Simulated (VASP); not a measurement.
# V (R-3m) in VASP: further runs

V is run at these levels: PBE; tasks: single point, relaxation of cell and atoms.

All numbers are computed with VASP 6.6.1; they aren't measurements. Logs are shortened: lines on timing, memory, paths and dates and some standing lists are left out, and cuts for length are marked.

**1. The cell of the first run**

Symmetry: R-3m, No. 166, trigonal system. Conventional cell: a = 2.777 Å, b = 2.777 Å, c = 12.557 Å, α = 90.00°, β = 90.00°, γ = 120.00°. V (site symmetry 3m) has 10 V at 2.19 to 2.78 Å within 2.9 Å.

**2. Single point, PBE**

INCAR

```
ALGO = Normal
EDIFF = 1E-7
ENCUT = 520
GGA = PE
ISIF = 2
ISMEAR = 0
LASPH = True
LCHARG = True
LELF = True
LREAL = False
LVHAR = True
LWAVE = False
NBANDS = 20
NELM = 100
PREC = Accurate
SIGMA = 0.1
```

KPOINTS

```
k-points
0
Gamma
  24 24 24
```

POSCAR

```
V
1.0
    1.3885757759      0.8016945980      4.1856166702
   -1.3885757759      0.8016945980      4.1856166702
    0.0000000000     -1.6033891960      4.1856166702
V
2
Direct
    0.0873210579      0.0873210579      0.0873210579
    0.9126789421      0.9126789421      0.9126789421
```

Potentials or basis: VASP PAW PBE potentials, release 64 (V_sv).

The run is started by

```sh
$ cat potpaw_PBE.64/V_sv/POTCAR > POTCAR
$ mpirun -np 1 vasp_std > vasp.out
```

OUTCAR:

```text
EDIFF = 1E-7
   ENCUT = 520
   GGA = PE
   ISIF = 2
   ISMEAR = 0
   LASPH = True
   LREAL = False
   NELM = 100
   PREC = Accurate

 ion  position               nearest neighbor table
   1  0.087  0.087  0.087-   2 2.19   2 2.56   2 2.56   2 2.56
   2  0.913  0.913  0.913-   1 2.19   1 2.56   1 2.56   1 2.56

  LATTYP: Found a trigonal (rhomboedric) cell.
 ALAT       =     4.4822141653
 COS(alpha) =     0.8080518383

  Lattice vectors:

 A1 = (   1.3885757759,   0.8016945980,   4.1856166702)
 A2 = (  -1.3885757759,   0.8016945980,   4.1856166702)
 A3 = (   0.0000000000,  -1.6033891960,   4.1856166702)

Analysis of symmetry for initial positions (statically):
=====================================================================
 Subroutine PRICEL returns:
 Original cell was already a primitive cell.

 Routine SETGRP: Setting up the symmetry group for a
 trigonal (rhombohedral) supercell.

 Subroutine GETGRP returns: Found 12 space group operations
 (whereof 12 operations were pure point group operations)
 out of a pool of 12 trial point group operations.

The static configuration has the point symmetry D_3d.

Analysis of symmetry for dynamics (positions and initial velocities):
=====================================================================
 Subroutine PRICEL returns:
 Original cell was already a primitive cell.

 Routine SETGRP: Setting up the symmetry group for a
 trigonal (rhombohedral) supercell.

 Subroutine GETGRP returns: Found 12 space group operations
 (whereof 12 operations were pure point group operations)
 out of a pool of 12 trial point group operations.

The dynamic configuration has the point symmetry D_3d.

 Subroutine INISYM returns: Found 12 space group operations
 (whereof 12 operations are pure point group operations),
 and found     1 'primitive' translations

----------------------------------------------------------------------------------------

                                     Primitive cell

  volume of cell :      27.9569

  direct lattice vectors                    reciprocal lattice vectors
     1.388575776  0.801694598  4.185616670     0.360081177  0.207892965  0.079637807
    -1.388575776  0.801694598  4.185616670    -0.360081177  0.207892965  0.079637807
     0.000000000 -1.603389196  4.185616670     0.000000000 -0.415785929  0.079637807

  length of vectors
     4.482214165  4.482214165  4.482214165     0.423343973  0.423343973  0.423343973

  position of ions in fractional coordinates (direct lattice)
     0.087321058  0.087321058  0.087321058
     0.912678942  0.912678942  0.912678942

  ion indices of the primitive-cell ions
   primitive index   ion index
                 1           1
                 2           2

----------------------------------------------------------------------------------------

 KPOINTS: k-points

Automatic generation of k-mesh.
 Grid dimensions read from file:
 generate k-points for:   24   24   24

 Generating k-lattice:

  Cartesian coordinates                     Fractional coordinates (reciprocal lattice)
     0.015003382  0.008662207  0.003318242     0.041666667  0.000000000  0.000000000
    -0.015003382  0.008662207  0.003318242     0.000000000  0.041666667  0.000000000
     0.000000000 -0.017324414  0.003318242     0.000000000  0.000000000  0.041666667

  Length of vectors
     0.017639332  0.017639332  0.017639332

  Shift w.r.t. Gamma in fractional coordinates (k-lattice)
     0.000000000  0.000000000  0.000000000

 Subroutine IBZKPT returns following result:
 ===========================================

 Found   1313 irreducible k-points:

 Following reciprocal coordinates:
            Coordinates               Weight
  0.000000  0.000000  0.000000      1.000000
  0.041667  0.000000 -0.000000      6.000000
  0.083333  0.000000 -0.000000      6.000000
  0.125000 -0.000000 -0.000000      6.000000
  0.166667  0.000000 -0.000000      6.000000
  0.208333  0.000000  0.000000      6.000000
[... 16 lines left out ...]
  0.416667  0.041667  0.000000     12.000000
  0.458333  0.041667 -0.000000     12.000000
 [... further k-points ...]
   k-points           NKPTS =   1313   k-points in BZ     NKDIM =   1313   number of bands    NBANDS=     20
   number of dos      NEDOS =    301   number of ions     NIONS =      2
   total plane-waves  NPLWV =  46656
   dimension x,y,z NGX =    36 NGY =   36 NGZ =   36
   dimension x,y,z NGXF=    72 NGYF=   72 NGZF=   72
   ions per type =               2
   NGX,Y,Z   is equivalent  to a cutoff of  13.35, 13.35, 13.35 a.u.
   NGXF,Y,Z  is equivalent  to a cutoff of  26.70, 26.70, 26.70 a.u.
 SYSTEM =  unknown system
   PREC   = accura    normal or accurate (medium, high low for compatibility)
   ISTART =      0    job   : 0-new  1-cont  2-samecut
   ICHARG =      2    charge: 1-file 2-atom 10-const
   ISPIN  =      1    spin polarized calculation?
   LNONCOLLINEAR =      F non collinear calculations
   LSORBIT =      F    spin-orbit coupling
   LASPH  =      T    aspherical Exc in radial PAW
   ENCUT  =  520.0 eV  38.22 Ry    6.18 a.u.   8.33  8.33  8.33*2*pi/ulx,y,z
   NELM   =    100;   NELMIN=  2; NELMDL= -5     # of ELM steps
   EDIFF  = 0.1E-06   stopping-criterion for ELM
   LREAL  =      F    real-space projection
   EDIFFG = 0.1E-05   stopping-criterion for IOM
   NSW    =      0    number of steps for IOM
   IBRION =     -1    ionic relax: 0-MD 1-quasi-New 2-CG
   NFREE  =      0    steps in history (QN), initial steepest desc. (CG)
   ISIF   =      2    stress and relaxation
   ISYM   =      2    0-nonsym 1-usesym 2-fastsym
   POTIM  = 0.5000    time-step for ionic-motion
   TEBEG  =    0.0;   TEEND  =   0.0 temperature during run
   PSTRESS=    0.0 pullay stress
   NELECT =      26.0000    total number of electrons
   NUPDOWN=      -1.0000    fix difference up-down
   EMIN   =  10.00;   EMAX   =-10.00  energy-range for DOS
   EFERMI =   0.00;   METHOD = LEGACY
   ISMEAR =     0;   SIGMA  =   0.10  broadening in eV -4-tet -1-fermi 0-gaus
   EFERMI_NEDOS =   21; number of points for ismear=-14 and -15
   IALGO  =     38    algorithm
   IMIX   =      4    mixing-type and parameters
     AMIX     =   0.40;   BMIX     =  1.00
     AMIX_MAG =   1.60;   BMIX_MAG =  1.00
  volume/ion in A,a.u.               =      13.98        94.33
  Fermi-wavevector in a.u.,A,eV,Ry     =   1.597973  3.019732 34.742733  2.553519
  Thomas-Fermi vector in A             =   2.695496
   LORBIT       =      0    0 simple, 1 ext, 2 COOP (PROOUT), +10 PAW based schemes
   GGA     = PE    functional components
   LHFCALC =     F    Hartree Fock is set to
   AEXX    =    0.0000 exact exchange contribution
   IVDW    =     0    specifies the selected vdW correction
   LEPSILON=     F    determine dielectric tensor
   LRPA    =     F    only Hartree local field effects (RPA)
 non-spin polarized calculation
 Gauss-broadening in eV      SIGMA  =   0.10
  energy-cutoff  :      520.00
  volume of cell :       27.96
 maximum number of plane-waves:       767
 NGX is ok and might be reduce to    36
   NGX = 17   NGY = 17   NGZ = 17

 number of electron      26.0000003 magnetization

 Free energy of the ion-electron system (eV)
  ---------------------------------------------------
  ext. energy  EPLUGINS =         0.00000000
  ---------------------------------------------------
  free energy    TOTEN  =       -17.15658100 eV

  energy without entropy =      -17.14821598  energy(sigma->0) =      -17.15239849

 E-fermi :   9.6487     XC(G=0): -12.6406

 val. band max:        9.6476504395   @ k =   0.4583   0.4167   0.4167
 cond. band min:       9.6492457691   @ k =  -0.4583   0.5000   0.4583
 fundamental gap:      0.0015953296
 Fermi energy:         9.6486630005

 k-point     1 :       0.0000    0.0000    0.0000
  band No.  band energies     occupation
      1     -54.5385      2.00000
      2     -54.1486      2.00000
      3     -29.1216      2.00000
      4     -27.9530      2.00000
      5     -27.9530      2.00000
      6     -27.9227      2.00000
[... 12 lines left out ...]
     19      11.9400      0.00000
     20      11.9400      0.00000

 k-point     2 :       0.0417    0.0000   -0.0000
  band No.  band energies     occupation
      1     -54.5364      2.00000
      2     -54.1481      2.00000
      3     -29.1178      2.00000
      4     -27.9684      2.00000
      5     -27.9551      2.00000
      6     -27.9244      2.00000
[... 12 lines left out ...]
     19      11.9367      0.00000
     20      12.0677      0.00000

 k-point     3 :       0.0833    0.0000   -0.0000
  band No.  band energies     occupation
      1     -54.5303      2.00000
      2     -54.1466      2.00000
      3     -29.1065      2.00000
      4     -28.0070      2.00000
      5     -27.9611      2.00000
      6     -27.9354      2.00000
[... 12 lines left out ...]
     19      11.9272      0.00000
     20      12.7245      0.00000

 k-point     4 :       0.1250   -0.0000   -0.0000
  band No.  band energies     occupation
      1     -54.5206      2.00000
      2     -54.1442      2.00000
      3     -29.0886      2.00000
      4     -28.0624      2.00000
      5     -27.9706      2.00000
      6     -27.9583      2.00000
[... 12 lines left out ...]
     19      11.9136      0.00000
     20      13.4453      0.00000

 k-point     5 :       0.1667    0.0000   -0.0000
  band No.  band energies     occupation
      1     -54.5078      2.00000
      2     -54.1412      2.00000
      3     -29.0652      2.00000
      4     -28.1306      2.00000
      5     -27.9908      2.00000
      6     -27.9828      2.00000
[... 12 lines left out ...]
     19      11.9009      0.00000
     20      14.1646      0.00000
[... 353 lines left out ...]
      6     -28.0243      2.00000
[... 12 lines left out ...]
     19      12.1935      0.00000
     20      15.9559      0.00000

 k-point    22 :       0.3750    0.0417    0.0000
  band No.  band energies     occupation
      1     -54.4334      2.00000
      2     -54.1297      2.00000
      3     -28.9311      2.00000
      4     -28.4790      2.00000
      5     -28.1553      2.00000
      6     -28.0407      2.00000
[... 12 lines left out ...]
     19      12.4558      0.00000
     20      16.1301      0.00000

 k-point    23 :       0.4167    0.0417    0.0000
  band No.  band energies     occupation
      1     -54.4215      2.00000
      2     -54.1275      2.00000
      3     -28.9126      2.00000
      4     -28.5337      2.00000
      5     -28.1792      2.00000
      6     -28.0546      2.00000
[... 12 lines left out ...]
     19      12.8367      0.00000
     20      16.1163      0.00000

 k-point    24 :       0.4583    0.0417   -0.0000
  band No.  band energies     occupation
      1     -54.4132      2.00000
      2     -54.1258      2.00000
      3     -28.9007      2.00000
      4     -28.5718      2.00000
      5     -28.1962      2.00000
      6     -28.0650      2.00000
[... 12 lines left out ...]
     19      13.3509      0.00000
     20      15.9157      0.00000

 [... further k-points ...]

------------------------ aborting loop because EDIFF is reached ----------------------------------------

  FORCE on cell =-STRESS in cart. coord.  units (eV):
  Direction    XX          YY          ZZ          XY          YZ          ZX
  --------------------------------------------------------------------------------------
  -------------------------------------------------------------------------------------
  Total        0.0224661      0.0224661      0.2200421      0.0000000      0.0000000      0.0000000
  in kB        1.2875026      1.2875026     12.6103520      0.0000000      0.0000000      0.0000000
  external PRESSURE =       5.0617857 kB  Pullay stress =       0.0000000 kB

 VOLUME and BASIS-vectors are now :
 -----------------------------------------------------------------------------
  energy-cutoff  :      520.00
  volume of cell :       27.96
      direct lattice vectors                 reciprocal lattice vectors
     1.388575776  0.801694598  4.185616670     0.360081177  0.207892965  0.079637807
    -1.388575776  0.801694598  4.185616670    -0.360081177  0.207892965  0.079637807
     0.000000000 -1.603389196  4.185616670     0.000000000 -0.415785929  0.079637807

 POSITION                                       TOTAL-FORCE (eV/Angst)
 -----------------------------------------------------------------------------------
      0.00000      0.00000      1.09648         0.000000     -0.000000      0.094484
      0.00000      0.00000     11.46037         0.000000      0.000000     -0.094484
 -----------------------------------------------------------------------------------
    total drift:                               -0.000000     -0.000000      0.000000

  FREE ENERGIE OF THE ION-ELECTRON SYSTEM (eV)
  ---------------------------------------------------
  free  energy   TOTEN  =       -17.1565810048 eV

  energy  without entropy=      -17.1482159773  energy(sigma->0) =      -17.15239849
```

Run time: 9.2 min. Hardware: 1 thread of Intel Xeon 6975P-C (Granite Rapids), shared host; peak memory 0.68 GiB.

Results:

* Free energy: -17.1566 eV
* Pressure: 0.5 GPa
* Largest force: 0.094 eV/Å
* Band gap on the k mesh: zero (bands 13 and 14 overlap by 0.19 eV)

Forces in eV/Å, atoms in the order of the input:
```
V    0.000  0.000  0.094
V    0.000  0.000 -0.094
```

(Continued in part 2 of 2.)
